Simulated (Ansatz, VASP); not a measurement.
**Two plane-wave programs on CO**

```
C O
1.0
     0.00000   -5.95264    0.00000
     0.00000    0.00000   -5.95264
    11.90529   -0.59526    0.00000
C O
8 8
Direct
  0.02462 0.03535 0.10732
  0.97462 0.03535 0.60732
  0.87538 0.53535 0.89268
  0.92538 0.53535 0.39268
  0.37892 0.96465 0.85732
  0.42892 0.96465 0.35732
  0.47108 0.46465 0.64268
  0.52108 0.46465 0.14268
  0.85926 0.92549 0.66226
  0.90926 0.92549 0.16226
  0.99074 0.42549 0.83774
  0.04074 0.42549 0.33774
  0.48329 0.07451 0.91226
  0.53329 0.07451 0.41226
  0.41671 0.57451 0.08774
  0.36671 0.57451 0.58774
```

Alike in both runs: task single point; functional PBEsol; k mesh 4 × 4 × 2; occupations gaussian, width 0.05 eV; no spin polarisation.

|  | VASP | Ansatz |
| --- | --- | --- |
| version | VASP 6.6.1 | Ansatz 0.2.0 |
| potentials or method | VASP PAW PBE potentials, release 64 (C, O), cutoff 520 eV | scalar-relativistic, plane waves, PAW |
| valence electrons in the cell | 80 | 80 |

|  | VASP | Ansatz | Ansatz less VASP |
| --- | --- | --- | --- |
| gap on the k mesh at the Fermi level (eV) | 6.12 | 6.12 | +0.002 |
| least direct gap on the mesh (eV) | 6.12 | 6.12 | +0.002 |
| pressure (GPa) | 1.1 | 0.1 | -1.05 |
| traceless stress, the component that is largest in VASP (GPa) | 0.06 | 0.06 | -0.001 |
| rms of the force components (eV/Å) | 0.594 | 0.013 | -0.5805 |

VASP's potentials were made for PBE, not for PBEsol. Atom by atom the forces differ by 0.600 eV/Å (rms over components). One of these differences is far larger than is usual between the two programs; its cause wasn't traced.

Noted on VASP's run: the standard files for N, O and F lose accuracy on very short bonds.
